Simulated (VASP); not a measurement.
Na16HF16 (a cell with a defect), 33 atoms in the cell. The cell holds a defect, 33 atoms: a = 8.141 Å, b = 8.141 Å, c = 8.141 Å, α = 109.47°, β = 109.47°, γ = 109.47°.  This cell differs from its parent crystal: with an interstitial atom, then relaxed in part.

| Item | Value |
| --- | --- |
| Program | VASP 6.6.1 |
| Task | single point |
| Functional | PBE |
| Potentials or basis | VASP PAW PBE potentials, release 64 (Na_pv, F, H) |
| Cutoff | 520 eV |
| k mesh | 2 × 2 × 2, shifted |
| Occupations | gaussian, width 0.01 eV |
| Spin | no spin polarisation |
| Dipole correction | no |
| Charge | -1 |
| Further INCAR settings | LREAL = Auto; ALGO = Normal; EDIFF = 1e-06; NBANDS = 134; NELECT = 226.0 |

Potentials or basis: VASP PAW PBE potentials, release 64 (Na_pv, F, H).

Command:

```console
$ cat potpaw_PBE.64/Na_pv/POTCAR potpaw_PBE.64/F/POTCAR potpaw_PBE.64/H/POTCAR > POTCAR
$ mpirun -np 1 vasp_std > vasp.out
```

Hardware: 1 thread of Intel(R) Xeon(R) Platinum 8488C (Sapphire Rapids), on a shared host.

**Question.** How long does it take, and how much memory?

**Answer.** Wall time 5.6 min on 1 thread of Intel(R) Xeon(R) Platinum 8488C (Sapphire Rapids) (shared host), peak memory 0.56 GiB. Counts: scf iterations 16, k points 2.
